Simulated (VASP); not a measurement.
Wanted: the native input for a VASP 6.6.1 run.

```
Task                   : single point
Functional             : PBEsol
Potentials or basis    : VASP PAW PBE potentials, release 64 (Si, C)
Cutoff                 : 600 eV
k mesh                 : 10 × 10 × 10
Occupations            : gaussian, width 0.01 eV
Spin                   : no spin polarisation
Dipole correction      : no
Further INCAR settings : ALGO = Normal; EDIFF = 1e-06; NBANDS = 11
```

The structure of SiC (sol) lies in POSCAR:

```
SiC
1.0
    0.0000000000      2.1784576158      2.1784576158
    2.1784576158      0.0000000000      2.1784576158
    2.1784576158      2.1784576158      0.0000000000
Si C
1 1
Direct
    0.0000000000      0.0000000000      0.0000000000
    0.2500000000      0.2500000000      0.2500000000
```

The input as run:

INCAR

```
SYSTEM = SiC
ALGO = Normal ; EDIFF = 1E-6
ENCUT = 600 ; GGA = PS
GGA_COMPAT = .False. ; ISIF = 2
ISMEAR = 0 ; LASPH = .True.
LCHARG = .False. ; LREAL = .False.
LWAVE = .False. ; NBANDS = 11
NELM = 120 ; PREC = Accurate
SIGMA = 0.01
```

KPOINTS

```
k-points
0
Gamma
  10 10 10
  0 0 0
```

Potentials or basis: VASP PAW PBE potentials, release 64 (Si, C).

Command:

```bash
$ cat potpaw_PBE.64/Si/POTCAR potpaw_PBE.64/C/POTCAR > POTCAR
$ mpirun -np 1 vasp_std > vasp.out
```

It gave:

```json
{"Pressure": "0.2 GPa", "Band gap on the k mesh": "1.23 eV, indirect (least direct gap 4.44 eV)"}
```

Caveat: the PAW data sets were made with another functional, which shifts forces and pressure a little.

It took 12 s on 1 thread of Intel Xeon 6975P-C, on a shared host, peak memory 0.15 GiB.
